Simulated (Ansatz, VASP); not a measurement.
NaCl in VASP and in Ansatz

```
Na Cl
1.0
     0.00000    2.83175    2.83175
     2.83175    0.00000    2.83175
     2.83175    2.83175    0.00000
Na Cl
1 1
Direct
  0.00000 0.00000 0.00000
  0.50000 0.50000 0.50000
```

Alike in both runs: task electric field gradients; functional r2SCAN; k mesh 8 × 8 × 8; occupations fermi-dirac, width 0.03 eV; no spin polarisation.

|  | VASP | Ansatz |
| --- | --- | --- |
| version | VASP 6.6.1 | Ansatz 0.2.0 |
| potentials or method | VASP PAW PBE potentials, release 64 (Na_pv, Cl) | PAW with Ansatz's default frozen-core files, scalar-relativistic |
| plane-wave cutoff (eV) | 440 | 500 |
| valence electrons in the cell | 14 | 16 |

|  | VASP | Ansatz | Ansatz less VASP |
| --- | --- | --- | --- |
| gap on the k mesh at the Fermi level (eV) | 5.87 | 5.85 | -0.022 |
| pressure (GPa) | -1.2 | -0.8 | +0.46 |

VASP's potentials were made for PBE, not for r2SCAN. VASP's potentials hold 14 valence electrons a cell and Ansatz's 16, so a difference there can come from the potentials and not from the codes.
